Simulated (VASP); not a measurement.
Runs of VASP 6.6.1 on W. The structure is that of space group Fm-3m (No. 225), or close to it. The cells are those of the table. 

| task | level | potentials or basis | cell | cutoff (eV) | gap on the mesh (eV) | pressure (GPa) | relaxed volume (Å³/atom) |
| --- | --- | --- | --- | --- | --- | --- | --- |
| relaxation of cell and atoms | LDA | VASP PAW LDA potentials, release 64 (W_sv) | relaxed from a = 2.871 Å, angles 60.0°, 1 atom | 600 | none | 0.0 | 15.78 |
| single point | LDA | VASP PAW LDA potentials, release 64 (W_sv) | a = 2.810 Å, angles 60.0°, 1 atom | 520 | none | (a) | - |
| single point | RPBE | VASP PAW PBE potentials, release 64 (W_sv) | a = 2.867 Å, angles 60.0°, 1 atom | 520 | none | 0.4 | - |
| relaxation of cell and atoms | RPBE | VASP PAW PBE potentials, release 64 (W_sv) | relaxed from a = 2.871 Å, angles 60.0°, 1 atom | 600 | none | 0.0 | 16.70 |

Alike in all rows: no spin polarisation; k mesh 13 × 13 × 13; smearing methfessel-paxton 0.05 eV.

Task: Estimate the missing entries.

Result: (a) 1.8.

Caveats: spin-orbit coupling is left out, which moves the levels of the heavy elements; the PAW data sets were made with another functional, which shifts forces and pressure a little (some runs).

A k mesh can miss the band edges, and the runs leave out spin-orbit coupling on W.

A gap of «none» marks levels without a gap at the run's occupations.
